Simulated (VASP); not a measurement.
A run of VASP 6.6.1 is set up as follows.

The input INCAR:

```
SYSTEM = Zn2CdSe3
PREC     = Accurate       ! precision mode
ENCUT    = 520            ! plane-wave cutoff, eV
EDIFF    = 1E-7           ! SCF threshold, eV
ISMEAR   = 0              ! smearing method
SIGMA    = 0.02           ! smearing width, eV
LREAL    = .False.        ! projectors in reciprocal space
LASPH    = .True.         ! aspherical terms in the spheres
NELM     = 60             ! most SCF steps
ALGO     = Normal         ! electronic algorithm
ISIF     = 2              ! what is computed and relaxed
LWAVE    = .False.        ! write WAVECAR
LCHARG   = .False.        ! write CHGCAR
GGA      = PE             ! functional
NBANDS   = 66             ! bands
```

The input KPOINTS:

```
regular mesh
0
Gamma
  6 6 2
  0 0 0
```

The input POSCAR:

```
Zn2CdSe3
1.0
    4.1477626407      0.0000000000      0.0000000000
   -2.0738813204      3.5920678157      0.0000000000
    0.0000000000      0.0000000000     20.5821047637
Zn Cd Se
4 2 6
Direct
    0.0000000000      0.0000000000      0.1553878136
    0.0000000000      0.0000000000      0.8371782461
    0.6666666667      0.3333333333      0.6779200308
    0.6666666667      0.3333333333      0.9964768455
    0.0000000000      0.0000000000      0.5098128595
    0.6666666667      0.3333333333      0.3280476317
    0.0000000000      0.0000000000      0.2758422353
    0.0000000000      0.0000000000      0.6395485861
    0.0000000000      0.0000000000      0.9580879141
    0.6666666667      0.3333333333      0.1173816410
    0.6666666667      0.3333333333      0.4571899369
    0.6666666667      0.3333333333      0.7988482596
```

Potentials or basis: VASP PAW PBE potentials, release 64 (Zn, Cd, Se).

The run is started by

```sh
$ cat potpaw_PBE.64/Zn/POTCAR potpaw_PBE.64/Cd/POTCAR potpaw_PBE.64/Se/POTCAR > POTCAR
$ mpirun -np 1 vasp_std > vasp.out
```

Q: What does it give for the pressure?

A: 0.2 GPa.

Q: Predict the largest force.

A: 0.021 eV/Å.

Q: Predict the band gap on the k mesh.

A: 0.67 eV, direct.

Forces in eV/Å, atoms in the order of the input:
```
Zn   0.000  0.000  0.000
Zn   0.000  0.000  0.002
Zn   0.000  0.000  0.002
Zn   0.000  0.000  0.002
Cd   0.000  0.000  0.009
Cd   0.000  0.000  0.003
Se   0.000  0.000 -0.021
Se   0.000  0.000  0.010
Se   0.000  0.000 -0.002
Se   0.000  0.000 -0.001
Se   0.000  0.000 -0.001
Se   0.000  0.000 -0.003
```
